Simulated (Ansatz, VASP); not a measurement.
# Two plane-wave programs on H4C5

```
CELL_PARAMETERS angstrom
7.94919 0.00000 0.03139
0.00000 6.02428 0.00000
-3.52413 0.00000 7.48588
ATOMIC_POSITIONS crystal
H 0.46485 0.56619 0.83518
H 0.53515 0.06619 0.66482
H 0.53515 0.43381 0.16482
H 0.46485 0.93381 0.33518
H 0.27511 0.82008 0.59326
H 0.72489 0.32008 0.90674
H 0.72489 0.17992 0.40674
H 0.27511 0.67992 0.09326
H 0.98190 0.90533 0.33447
H 0.01810 0.40533 0.16553
H 0.01810 0.09467 0.66553
H 0.98190 0.59467 0.83447
H 0.33557 0.20218 0.87178
H 0.66443 0.70218 0.62822
H 0.66443 0.79782 0.12822
H 0.33557 0.29782 0.37178
C 0.32512 0.51921 0.74411
C 0.67488 0.01921 0.75589
C 0.67488 0.48079 0.25589
C 0.32512 0.98079 0.24411
C 0.22001 0.66124 0.60944
C 0.77999 0.16124 0.89056
C 0.77999 0.33876 0.39056
C 0.22001 0.83876 0.10944
C 0.03697 0.60435 0.48959
C 0.96303 0.10435 0.01041
C 0.96303 0.39565 0.51041
C 0.03697 0.89565 0.98959
C 0.92510 0.74735 0.34998
C 0.07490 0.24735 0.15002
C 0.07490 0.25265 0.65002
C 0.92510 0.75265 0.84998
C 0.25198 0.31312 0.76471
C 0.74802 0.81312 0.73529
C 0.74802 0.68688 0.23529
C 0.25198 0.18688 0.26471
```

Alike in both runs: functional r2SCAN; k mesh 4 × 4 × 4; occupations gaussian, width 0.02 eV; no spin polarisation.

Ansatz relaxed the structure, and its values are those at the end. VASP's run is a single point on that final structure, the one shown.

|  | VASP | Ansatz |
| --- | --- | --- |
| version | VASP 6.6.1 | Ansatz 0.2.0 |
| potentials or method | VASP PAW PBE potentials, release 64 (H, C), cutoff 660 eV | scalar-relativistic, plane waves, PAW |
| valence electrons in the cell | 96 | 96 |

Ansatz gave:

```
gap on the k mesh at the Fermi level (eV) : 3.32
least direct gap on the mesh (eV)         : 3.43
pressure (GPa)                            : 0.0
rms of the force components (eV/Å)        : 0.001
```

Problem. Estimate VASP's values.

Solution. gap on the k mesh at the Fermi level (eV): 3.32; least direct gap on the mesh (eV): 3.43; pressure (GPa): 0.1; rms of the force components (eV/Å): 0.020.

VASP's potentials were made for PBE, not for r2SCAN. With one functional, cell and mesh, what is left measures potentials, basis and numerics.
